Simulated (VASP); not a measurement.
A run of VASP 6.6.1 is set up as follows.

INCAR

```
SYSTEM = TiN
ALGO = Normal ; EDIFF = 1E-6
ENCUT = 600 ; GGA = PS
GGA_COMPAT = .FALSE. ; ISIF = 2
ISMEAR = 0 ; LASPH = .TRUE.
LCHARG = .TRUE. ; LELF = .TRUE.
LREAL = .FALSE. ; LVHAR = .TRUE.
LWAVE = .FALSE. ; NBANDS = 16
NELM = 120 ; PREC = Accurate
SIGMA = 0.1
```

KPOINTS

```
k-points
0
G
  18 18 18
  0 0 0
```

Contents of POSCAR:

```
TiN
1.0
    0.0000000000      2.1190000000      2.1190000000
    2.1190000000      0.0000000000      2.1190000000
    2.1190000000      2.1190000000      0.0000000000
Ti N
1 1
Direct
    0.0000000000      0.0000000000      0.0000000000
    0.5000000000      0.5000000000      0.5000000000
```

Potentials or basis: VASP PAW PBE potentials, release 64 (Ti_sv, N).

Launch:

```console
$ cat potpaw_PBE.64/Ti_sv/POTCAR potpaw_PBE.64/N/POTCAR > POTCAR
$ mpirun -np 1 vasp_std > vasp.out
```

Problem. What does it give for the pressure?

Solution. -6.6 GPa.

Problem. What does it give for the band gap on the k mesh?

Solution. Zero (an odd number of electrons rules out a gap without spin polarisation).

Caveat: the cell stands under tension; the PAW data sets were made with another functional, which shifts forces and pressure a little.
